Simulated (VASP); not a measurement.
Set up this calculation in VASP 6.6.1, as the native input.

* Task: single point
* Functional: r2SCAN
* Potentials or basis: VASP PAW PBE potentials, release 64 (Zn, O)
* Cutoff: 520 eV
* k mesh: 12 × 12 × 6
* Occupations: gaussian, width 0.05 eV
* Spin: no spin polarisation
* Dipole correction: no
* Further INCAR settings: ALGO = Normal; EDIFF = 1e-06; NBANDS = 26

Crystal: ZnO.

```xyz
4
Lattice="3.2352 0.0000 0.0000 -1.6176 2.8018 0.0000 0.0000 0.0000 5.6283" Properties=species:S:1:pos:R:3 pbc="T T T"
Zn    0.0000    1.8678    0.0070
Zn    1.6176    0.9339    2.8211
O     0.0000    1.8678    2.1436
O     1.6176    0.9339    4.9578
```

This cell differs from its parent crystal: strain +0.000 along x and y, +0.080 along z.

One way to write it, as run:

POSCAR

```
ZnO
1.0
    3.2352006039      0.0000000000      0.0000000000
   -1.6176003019      2.8017659094      0.0000000000
    0.0000000000      0.0000000000      5.6283293093
Zn O
2 2
Direct
    0.3333333333      0.6666666667      0.0012360734
    0.6666666667      0.3333333333      0.5012360734
    0.3333333333      0.6666666667      0.3808639266
    0.6666666667      0.3333333333      0.8808639266
```

INCAR.step1

```
SYSTEM = ZnO
PREC = Accurate
ENCUT = 520
ISMEAR = 0
SIGMA = 0.05
LREAL = .False.
LASPH = .True.
NELM = 80
NBANDS = 26
GGA = PE
ALGO = Normal
EDIFF = 1E-4
LWAVE = .True.
LCHARG = .False.
```

INCAR.step2

```
SYSTEM = ZnO
PREC = Accurate
ENCUT = 520
EDIFF = 1E-6
ISMEAR = 0
SIGMA = 0.05
LREAL = .False.
LASPH = .True.
NELM = 80
ALGO = Normal
ISIF = 2
LWAVE = .False.
LCHARG = .False.
METAGGA = R2SCAN
LMIXTAU = .True.
NBANDS = 26
ISTART = 1
```

KPOINTS

```
Automatic mesh
0
Gamma
  12 12 6
  0 0 0
```

Potentials or basis: VASP PAW PBE potentials, release 64 (Zn, O).

Run with:

```console
$ cat potpaw_PBE.64/Zn/POTCAR potpaw_PBE.64/O/POTCAR > POTCAR
$ cp INCAR.step1 INCAR
$ mpirun -np 1 vasp_std > vasp.out
$ cp INCAR.step2 INCAR
$ mpirun -np 1 vasp_std > vasp.out
```

It gave:

```
Pressure               : -7.9 GPa
Largest force          : 0.267 eV/Å
Band gap on the k mesh : 0.98 eV
```

Caveat: the cell differs from its parent crystal (strain +0.000 along x and y, +0.080 along z); the stress differs along the axes, from -16 to -4 GPa; the PAW data sets were made with another functional, which shifts forces and pressure a little.

It took 3 min on 1 thread of AMD EPYC 9R45 96-Core Processor (Zen 5) (shared host), peak memory 0.19 GiB.
